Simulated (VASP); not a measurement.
Wanted: the native input for a VASP 6.6.1 run.

```yaml
Task: single point
Functional: PBE
Potentials_or_basis: VASP PAW PBE potentials, release 64 (Ti_sv, C)
Cutoff: 520 eV
k_mesh: 12 × 12 × 10
Occupations: gaussian, width 0.1 eV
Spin: no spin polarisation
Dipole_correction: no
Further_INCAR_settings: ALGO = Normal; EDIFF = 1e-06; NBANDS = 41
```

The structure of Ti5C lies in POSCAR:

```
Ti5C
1.0
    5.4229116502      0.0000000000      0.0000000000
   -2.7114558251      4.6963792516      0.0000000000
    0.0000000000      0.0000000000      3.5342801188
Ti C
5 1
Direct
    0.0000000000      0.2766962464      0.0000000000
    0.7233037536      0.7233037536      0.0000000000
    0.2766962464      0.0000000000      0.0000000000
    0.6666666667      0.3333333333      0.5000000000
    0.3333333333      0.6666666667      0.5000000000
    0.0000000000      0.0000000000      0.5000000000
```

The cell was built from a structure type or drawn by symmetry, and may not be a known phase.

The input as run:

INCAR

```
SYSTEM = Ti5C
PREC = Accurate ; ENCUT = 520
EDIFF = 1E-6 ; ISMEAR = 0
SIGMA = 0.1 ; LREAL = .FALSE.
LASPH = .TRUE. ; NELM = 80
ALGO = Normal ; ISIF = 2
LWAVE = .FALSE. ; LCHARG = .TRUE.
GGA = PE ; LELF = .TRUE.
LVHAR = .TRUE. ; NBANDS = 41
```

KPOINTS

```
Automatic mesh
0
G
  12 12 10
  0 0 0
```

Potentials or basis: VASP PAW PBE potentials, release 64 (Ti_sv, C).

The run is started by

```console
$ cat potpaw_PBE.64/Ti_sv/POTCAR potpaw_PBE.64/C/POTCAR > POTCAR
$ mpirun -np 1 vasp_std > vasp.out
```

It gave:

The pressure is -0.1 GPa. The largest force is 0.016 eV/Å and the band gap on the k mesh is zero (bands 32 and 33 overlap by 0.52 eV).

Run time: 10 min on 1 thread of Intel Xeon 8259CL, with other jobs on the host, peak memory 0.42 GiB.
